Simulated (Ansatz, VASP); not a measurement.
# One calculation of SbMo, two programs

The input INCAR:

```
PREC     = Accurate       # precision mode
ENCUT    = 520            # plane-wave cutoff, eV
EDIFF    = 1E-6           # SCF threshold, eV
ISMEAR   = 0              # smearing method
SIGMA    = 0.05           # smearing width, eV
LREAL    = F              # projectors in reciprocal space
LASPH    = T              # aspherical terms in the spheres
NELM     = 60             # most SCF steps
ALGO     = Normal         # electronic algorithm
ISIF     = 2              # what is computed and relaxed
LWAVE    = F              # write WAVECAR
LCHARG   = F              # write CHGCAR
GGA      = PE             # functional
NBANDS   = 16             # bands
```

KPOINTS

```
regular mesh
0
Gamma
  10 10 10
```

The input POSCAR:

```
SbMo
1.0
    0.0000000000      2.8492242212      2.8492242212
    2.8492242212      0.0000000000      2.8492242212
    2.8492242212      2.8492242212      0.0000000000
Mo Sb
1 1
Direct
    0.5000000000      0.5000000000      0.5000000000
    0.0000000000      0.0000000000      0.0000000000
```

Input for Ansatz:

```yaml
crystal:
  lattice:
    - [0.0, 2.8492242212, 2.8492242212]
    - [2.8492242212, 0.0, 2.8492242212]
    - [2.8492242212, 2.8492242212, 0.0]
  atoms:
    - { symbol: Mo, position: [0.5, 0.5, 0.5] }
    - { symbol: Sb, position: [0.0, 0.0, 0.0] }
basis:
  ecutwfc: 420
  ecutrho_ratio: 4
kpoints:
  mp_grid: { grid: [10, 10, 10] }
hamiltonian:
  xc: pbe
scf:
  occupations: { method: gaussian, width: 0.05 }
output:
  forces: true
  stress: true
  eigenvalues: true
```

Alike in both runs: task single point; functional PBE; k mesh 10 × 10 × 10; occupations gaussian, width 0.05 eV; no spin polarisation.

|  | VASP | Ansatz |
| --- | --- | --- |
| version | VASP 6.6.1 | Ansatz 0.2.0 |
| potentials or method | VASP PAW PBE potentials, release 64 (Mo_sv, Sb), cutoff 520 eV | scalar-relativistic, plane waves, PAW |
| valence electrons in the cell | 19 | 29 |

```tsv
	VASP	Ansatz	Ansatz less VASP
gap on the k mesh at the Fermi level (eV)	none	none	-
pressure (GPa)	-9.5	-9.5	+0.04
```

A gap of «none» marks a metal or a gap that the smearing closes. With one functional, cell and mesh, what is left measures potentials, basis and numerics. VASP's potentials hold 19 valence electrons a cell and Ansatz's 29, so a difference there can come from the potentials and not from the codes.

Neither program's run includes spin-orbit coupling.
